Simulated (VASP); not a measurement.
Re: relaxation of cell and atoms with r2SCAN

The system is Re.

```
CELL_PARAMETERS angstrom
0.00000 1.97500 1.97500
1.97500 0.00000 1.97500
1.97500 1.97500 0.00000
ATOMIC_POSITIONS crystal
Re 0.00000 0.00000 0.00000
```

```
Program                : VASP 6.6.1
Task                   : relaxation of cell and atoms
Functional             : r2SCAN
Potentials or basis    : VASP PAW PBE potentials, release 64 (Re)
Cutoff                 : 600 eV
k mesh                 : 14 × 14 × 14
Occupations            : fermi-dirac, width 0.08 eV
Spin                   : no spin polarisation
Dipole correction      : no
Further INCAR settings : ALGO = Normal; EDIFF = 1e-06; IBRION = 2; EDIFFG = -0.002; NSW = 100; ISIF = 3
```

```
Relaxed volume                         : 14.76 Å³/atom
Relaxed cell                           : a = 2.753 Å, b = 2.753 Å, c = 2.753 Å, α = 60.00°, β = 60.00°, γ = 60.00°
Space group after relaxing (to 0.05 Å) : Fm-3m (No. 225)
Energy gained by relaxing              : 32.6 meV/atom
Ionic steps                            : 7
Pressure after relaxing                : 0.0 GPa
```

The path:
```
step  energy change (eV)  largest force (eV/Å)  pressure (GPa)  volume (Å³)
   1              0.0000                0.0000          -15.42        15.41
   2              0.6357                0.0000          103.50        12.33
   3             -0.0324                0.0000           -1.40        14.81
   4             -0.0326                0.0000           -0.26        14.77
   5             -0.0326                0.0000            0.06        14.75
   6             -0.0326                0.0000           -0.24        14.76
   7             -0.0326                0.0000            0.01        14.76
```

Final structure:
```
CELL_PARAMETERS angstrom
0.00000 1.94678 1.94678
1.94678 0.00000 1.94678
1.94678 1.94678 0.00000
ATOMIC_POSITIONS crystal
Re 0.00000 0.00000 0.00000
```

Levels at points of the mesh, in eV from the Fermi level:
```tsv
k point	band 1	band 2	band 3	band 4	band 5	band 6	band 7
(0.00, 0.00, 0.00)	-10.64	-2.03	-2.03	-2.03	1.37	1.37	14.49
(0.50, 0.00, 0.00)	-7.22	-2.19	-2.19	0.08	3.93	3.93	10.42
(0.50, 0.50, 0.00)	-7.11	-6.28	2.80	3.94	4.65	4.65	12.86
```

It took 3.6 min on 1 thread of Intel(R) Xeon(R) Platinum 8259CL CPU @ 2.50GHz (Skylake/Cascade Lake), with other jobs on the host, peak memory 0.17 GiB.

Caveat: the PAW data sets were made with another functional, which shifts forces and pressure a little; spin-orbit coupling is left out, which moves the levels of the heavy elements.
